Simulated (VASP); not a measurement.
Write the native input for VASP 6.6.1 that does the following.

```
Task                   : single point
Functional             : PBEsol
Potentials or basis    : VASP PAW PBE potentials, release 64 (Si)
Cutoff                 : 500 eV
k mesh                 : 16 × 16 × 16
Occupations            : fermi-dirac, width 0.08 eV
Spin                   : no spin polarisation
Dipole correction      : no
Further INCAR settings : ALGO = Normal; EDIFF = 1e-06; NBANDS = 8
```

The structure of Si lies in POSCAR:

```
Si
1.0
    0.0000000000      1.9245883954      1.9245883954
    1.9245883954      0.0000000000      1.9245883954
    1.9245883954      1.9245883954      0.0000000000
Si
1
Direct
    0.0000000000      0.0000000000      0.0000000000
```

This isn't the form of Si at room conditions, which is diamond.

These files were run (other wordings do the same):

INCAR

```
SYSTEM = Si
PREC = Accurate ; ENCUT = 500
EDIFF = 1E-6 ; ISMEAR = -1
SIGMA = 0.08 ; LREAL = .FALSE.
LASPH = .TRUE. ; NELM = 120
ALGO = Normal ; ISIF = 2
LWAVE = .FALSE. ; LCHARG = .TRUE.
GGA = PS ; LELF = .TRUE.
LVHAR = .TRUE. ; NBANDS = 8
GGA_COMPAT = .FALSE.
```

KPOINTS

```
Automatic mesh
0
G
  16 16 16
  0 0 0
```

Potentials or basis: VASP PAW PBE potentials, release 64 (Si).

Run with:

```sh
$ cat potpaw_PBE.64/Si/POTCAR > POTCAR
$ mpirun -np 1 vasp_std > vasp.out
```

It gave:

- Pressure: -1.1 GPa
- Band gap on the k mesh: zero (bands 2 and 3 overlap by 14.45 eV)

Caveat: the PAW data sets were made with another functional, which shifts forces and pressure a little.

Wall time 14 s on 1 thread of Intel Xeon 8259CL, on a shared host, peak memory 0.12 GiB.
